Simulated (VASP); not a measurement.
**MnHg: single point with PBE**

The system is MnHg.

```xyz
2
Lattice="3.2880 0.0000 0.0000 0.0000 3.2880 0.0000 0.0000 0.0000 3.3130" Properties=species:S:1:pos:R:3 pbc="T T T"
Mn    1.6440    1.6440    1.6565
Hg    0.0000    0.0000    0.0000
```

| Item | Value |
| --- | --- |
| Program | VASP 6.6.1 |
| Task | single point |
| Functional | PBE |
| Potentials or basis | VASP PAW PBE potentials, release 64 (Mn_pv, Hg) |
| Cutoff | 520 eV |
| k mesh | 12 × 12 × 12 |
| Occupations | gaussian, width 0.1 eV |
| Spin | collinear spin, ferromagnetic start |
| Starting moments | [4.0, 0.0] μB |
| Dipole correction | no |
| Further INCAR settings | ALGO = Normal; EDIFF = 1e-06; NBANDS = 24 |

- Pressure: 2.5 GPa
- Net moment: 3.89 μB per cell
- Site moments: Mn +3.81; Hg -0.06 μB
- Valence electrons inside the program's atomic spheres: Mn 11.42; Hg 10.61

Stress tensor (GPa, compression positive):
```
2.58 0.00 0.00
0.00 2.58 0.00
0.00 0.00 2.39
```

Levels at points of the mesh, in eV from the Fermi level:
Spin up:
```csv
k point,band 11,band 12,band 13,band 14,band 15,band 16,band 17,band 18,band 19,band 20
"(0.00, 0.00, 0.00)",-2.95,-2.05,-2.05,-2.05,4.79,5.00,5.00,8.79,11.22,11.34
"(0.50, 0.00, 0.00)",-3.33,-2.79,-2.77,-2.28,-1.55,10.07,10.27,10.68,11.21,11.41
"(0.50, 0.50, 0.00)",-2.07,-2.07,-2.01,-1.69,-1.69,0.73,3.02,11.77,11.77,12.04
"(0.00, 0.00, 0.50)",-3.34,-2.77,-2.77,-2.27,-1.61,10.20,10.20,10.79,11.34,11.34
"(0.50, 0.00, 0.50)",-2.07,-2.07,-2.03,-1.74,-1.72,0.69,2.95,11.90,11.91,12.21
"(0.50, 0.50, 0.50)",-3.77,-2.02,-1.99,0.51,4.16,4.16,4.22,4.59,4.88,4.88
```
Spin down:
| k point | band 9 | band 10 | band 11 | band 12 | band 13 | band 14 |
| --- | --- | --- | --- | --- | --- | --- |
| (0.00, 0.00, 0.00) | -7.10 | 0.30 | 0.32 | 1.46 | 1.46 | 1.48 |
| (0.50, 0.00, 0.00) | -4.99 | -4.52 | -0.06 | 0.35 | 0.41 | 1.26 |
| (0.50, 0.50, 0.00) | -3.49 | -1.44 | -1.44 | 0.52 | 1.29 | 1.29 |
| (0.00, 0.00, 0.50) | -5.07 | -4.55 | -0.08 | 0.40 | 0.40 | 1.28 |
| (0.50, 0.00, 0.50) | -3.55 | -1.49 | -1.48 | 0.47 | 1.30 | 1.30 |
| (0.50, 0.50, 0.50) | -1.65 | -1.64 | -1.64 | 0.38 | 1.92 | 1.94 |

Run time: 77 s on 1 thread of Intel(R) Xeon(R) 6975P-C (Granite Rapids), on a shared host, peak memory 0.35 GiB.

Caveat: spin-orbit coupling is left out, which moves the levels of the heavy elements.
